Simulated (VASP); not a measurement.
Wanted: the native input for a VASP 6.6.1 run.

```
Task                   : single point
Functional             : PBEsol
Potentials or basis    : VASP PAW PBE potentials, release 64 (Na_pv)
Cutoff                 : 520 eV
k mesh                 : 7 × 7 × 8
Occupations            : fermi-dirac, width 0.15 eV
Spin                   : no spin polarisation
Dipole correction      : no
Further INCAR settings : ALGO = Normal; EDIFF = 1e-06; NBANDS = 10; ISYM = 0
```

The structure of Na lies in POSCAR:

```
Na
1.0
   -1.8960349698      1.8563143335      2.6431952301
    1.8563143335     -1.8960349698      2.6431952301
    1.9163043344      1.9163043344     -2.6716352157
Na
1
Direct
    0.0000000000      0.0000000000      0.0000000000
```

The input as run:

INCAR

```
PREC = Accurate ; ENCUT = 520
EDIFF = 1E-6 ; ISMEAR = -1
SIGMA = 0.15 ; LREAL = False
LASPH = True ; NELM = 100
ALGO = Normal ; ISIF = 2
LWAVE = False ; LCHARG = False
GGA = PS ; NBANDS = 10
ISYM = 0
```

KPOINTS

```
Automatic mesh
0
Gamma
  7 7 8
```

Potentials or basis: VASP PAW PBE potentials, release 64 (Na_pv).

The run is started by

```console
$ cat potpaw_PBE.64/Na_pv/POTCAR > POTCAR
$ mpirun -np 1 vasp_std > vasp.out
```

It gave:

| Property | Result |
| --- | --- |
| Pressure | -0.2 GPa |

Caveat: the PAW data sets were made with another functional, which shifts forces and pressure a little.

Run time: 40 s on 1 thread of AMD EPYC 7R43 64-Core Processor (Zen 3) (shared host), peak memory 0.15 GiB.
